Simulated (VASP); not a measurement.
Set up this calculation in VASP 6.6.1, as the native input.

- Task: single point
- Functional: PBE
- Potentials or basis: VASP PAW PBE potentials, release 64 (Al, B, Ru_pv)
- Cutoff: 520 eV
- k mesh: 6 × 6 × 4
- Occupations: gaussian, width 0.1 eV
- Spin: no spin polarisation
- Dipole correction: no
- Further INCAR settings: ALGO = Normal; EDIFF = 1e-06; NBANDS = 34

The structure of AlB2Ru3 lies in POSCAR:

```
AlB2Ru3
1.0
    3.8332263781      0.0000000000      0.0000000000
    0.0000000000      3.8332263781      0.0000000000
    0.0000000000      0.0000000000      7.1811454683
Al B Ru
1 2 3
Direct
    0.5000000000      0.5000000000      0.0000000000
    0.5000000000      0.0000000000      0.5000000000
    0.0000000000      0.5000000000      0.5000000000
    0.0000000000      0.0000000000      0.5000000000
    0.0000000000      0.0000000000      0.8457348657
    0.0000000000      0.0000000000      0.1542651343
```

One way to write it, as run:

INCAR

```
SYSTEM = AlB2Ru3
PREC = Accurate
ENCUT = 520
EDIFF = 1E-6
ISMEAR = 0
SIGMA = 0.1
LREAL = .False.
LASPH = .True.
NELM = 100
ALGO = Normal
ISIF = 2
LWAVE = .False.
LCHARG = .True.
GGA = PE
LELF = .True.
LVHAR = .True.
NBANDS = 34
```

KPOINTS

```
regular mesh
0
Gamma
  6 6 4
  0 0 0
```

Potentials or basis: VASP PAW PBE potentials, release 64 (Al, B, Ru_pv).

The run is started by

```console
$ cat potpaw_PBE.64/Al/POTCAR potpaw_PBE.64/B/POTCAR potpaw_PBE.64/Ru_pv/POTCAR > POTCAR
$ mpirun -np 1 vasp_std > vasp.out
```

Results of the run:

```yaml
Pressure: 0.3 GPa
Largest_force: 0.173 eV/Å
```

It took 48 s on 1 thread of AMD EPYC 9R45 (Zen 5), with other jobs on the host, peak memory 0.23 GiB.
